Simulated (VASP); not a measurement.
A run of VASP 6.6.1 is set up as follows.

The input INCAR:

```
PREC = Accurate
ENCUT = 520
EDIFF = 1E-6
ISMEAR = -1
SIGMA = 0.03
LREAL = F
LASPH = T
NELM = 80
ALGO = Normal
ISIF = 2
LWAVE = F
LCHARG = F
NBANDS = 20
```

KPOINTS

```
regular mesh
0
Gamma
  13 13 13
```

Contents of POSCAR:

```
TaRu
1.0
    3.1763410575      0.0000000000      0.0000000000
    0.0000000000      3.1763410575      0.0000000000
    0.0000000000      0.0000000000      3.1763410575
Ta Ru
1 1
Direct
    0.5000000000      0.5000000000      0.5000000000
    0.0000000000      0.0000000000      0.0000000000
```

Potentials or basis: VASP PAW LDA potentials, release 64 (Ta_pv, Ru_pv).

Command:

```bash
$ cat potpaw_LDA.64/Ta_pv/POTCAR potpaw_LDA.64/Ru_pv/POTCAR > POTCAR
$ mpirun -np 1 vasp_std > vasp.out
```

Problem. What does it give for the pressure?

Solution. -13.3 GPa.
